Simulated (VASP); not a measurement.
H10CO6, 17 atoms in the cell. The cell holds an amorphous packing of atoms, 17 atoms: a = 5.270 Å, b = 5.270 Å, c = 5.270 Å, α = 90.00°, β = 90.00°, γ = 90.00°. 

| Property | Result |
| --- | --- |
| Program | VASP 6.6.1 |
| Task | molecular dynamics |
| Functional | PBE |
| Dispersion | D3(BJ) |
| Potentials or basis | VASP PAW PBE potentials, release 64 (O, H, C) |
| Cutoff | 520 eV |
| k mesh | 1 × 1 × 1 |
| Occupations | fermi-dirac, width 0.02 eV |
| Spin | no spin polarisation |
| Dipole correction | no |
| Further INCAR settings | LREAL = Auto; ALGO = Normal; EDIFF = 1e-05; ISYM = 0; IBRION = 0; POTIM = 0.5; NSW = 40 |

Potentials or basis: VASP PAW PBE potentials, release 64 (O, H, C).

Command:

```console
$ cat potpaw_PBE.64/O/POTCAR potpaw_PBE.64/H/POTCAR potpaw_PBE.64/C/POTCAR > POTCAR
$ mpirun -np 1 vasp_gam > vasp.out
```

Hardware: 1 thread of AMD EPYC 9R45 (Zen 5) (shared host).

Estimate the wall time of this run.

It took 4.1 min on 1 thread of AMD EPYC 9R45 (Zen 5), with other jobs on the host, peak memory 0.25 GiB. Counts: scf iterations 173, k points 1, ion steps 40.
